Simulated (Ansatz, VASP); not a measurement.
# W in VASP and in Ansatz

The input POSCAR:

```
W
1.0
   -1.5536989570      1.5536989570      1.5536989570
    1.5536989570     -1.5536989570      1.5536989570
    1.5536989570      1.5536989570     -1.5536989570
W
1
Direct
    0.0000000000      0.0000000000      0.0000000000
```

File INCAR.step1:

```
SYSTEM = W
  ALGO = Normal
  EDIFF = 1E-4
  ENCUT = 520
  GGA = PE
  ISMEAR = 1
  LASPH = .True.
  LCHARG = .False.
  LREAL = .False.
  LWAVE = .True.
  NBANDS = 13
  NELM = 80
  PREC = Accurate
  SIGMA = 0.1
```

INCAR.step2

```
SYSTEM = W
  ALGO = Normal
  EDIFF = 1E-7
  ENCUT = 520
  ISIF = 2
  ISMEAR = 1
  ISTART = 1
  LASPH = .True.
  LCHARG = .False.
  LMIXTAU = .True.
  LREAL = .False.
  LWAVE = .False.
  METAGGA = R2SCAN
  NBANDS = 13
  NELM = 80
  PREC = Accurate
  SIGMA = 0.1
```

Contents of KPOINTS:

```
k-points
0
Gamma
  13 13 13
  0 0 0
```

Input for Ansatz:

```yaml
crystal:
  lattice:
    - [-1.5536989569561828, 1.5536989569561828, 1.5536989569561828]
    - [1.5536989569561828, -1.5536989569561828, 1.5536989569561828]
    - [1.5536989569561828, 1.5536989569561828, -1.5536989569561828]
  atoms:
    - { symbol: W, position: [0.0, 0.0, 0.0] }
basis:
  ecutwfc: 650.0
kpoints:
  mp_grid:
    grid: [13, 13, 13]
hamiltonian:
  xc: r2scan
scf:
  convergence:
    dr2_threshold: 1.0e-10
  occupations:
    method: methfessel_paxton
output:
  stress: true
```

Alike in both runs: task single point; functional r2SCAN; k mesh 13 × 13 × 13; no spin polarisation.

```csv
,VASP,Ansatz
version,VASP 6.6.1,Ansatz 0.2.0
potentials or method,"VASP PAW PBE potentials, release 64 (W_sv), cutoff 520 eV","plane waves, PAW"
occupations,"methfessel-paxton of order 1, width 0.1 eV",methfessel-paxton of order 1
valence electrons in the cell,14,14
```

```csv
,VASP,Ansatz,Ansatz less VASP
pressure (GPa),22.3,20.8,-1.54
```

VASP's potentials were made for PBE, not for r2SCAN.

Spin-orbit coupling is off throughout.
